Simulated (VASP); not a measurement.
Cs3KSb:

```
CELL_PARAMETERS angstrom
5.75314 0.00000 0.00000
0.00000 5.75314 0.00000
0.00000 0.00000 5.75314
ATOMIC_POSITIONS crystal
K 0.00000 0.00000 0.00000
Cs 0.00000 0.50000 0.50000
Cs 0.50000 0.00000 0.50000
Cs 0.50000 0.50000 0.00000
Sb 0.50000 0.50000 0.50000
```

```yaml
Program: VASP 6.6.1
Task: relaxation of cell and atoms
Functional: PBE
Potentials_or_basis: VASP PAW PBE potentials, release 64 (K_sv, Cs_sv, Sb)
Cutoff: 600 eV
k_mesh: 4 × 4 × 4
Occupations: gaussian, width 0.1 eV
Spin: no spin polarisation
```

At the start: pressure 20.5 GPa; volume 38.08 Å³/atom.

Question: Where does the relaxation end?

Answer: Over 5 steps the energy falls by 1559.0 meV/atom and the volume is 87.33 Å³/atom (+129.3 %); space group Pm-3m (No. 221, to 0.1 Å) before and after.

Step by step:
```
step  energy change (eV)  largest force (eV/Å)  pressure (GPa)  volume (Å³)
   1              0.0000                0.0000           20.53       190.42
   2             -7.5286                0.0000            1.33       359.02
   3             -7.7077                0.0000            0.67       388.36
   4             -7.7859                0.0000           -0.17       451.74
   5             -7.7952                0.0000           -0.02       436.65
```

Final structure:
```
K Cs Sb
1.0
     7.58658    0.00000    0.00000
     0.00000    7.58658    0.00000
     0.00000    0.00000    7.58658
K Cs Sb
1 3 1
Cartesian
  0.0000 0.0000 0.0000
  0.0000 3.7933 3.7933
  3.7933 0.0000 3.7933
  3.7933 3.7933 0.0000
  3.7933 3.7933 3.7933
```

Caveat: the volume moved by over 15 % at a fixed basis, so the end points are rough.
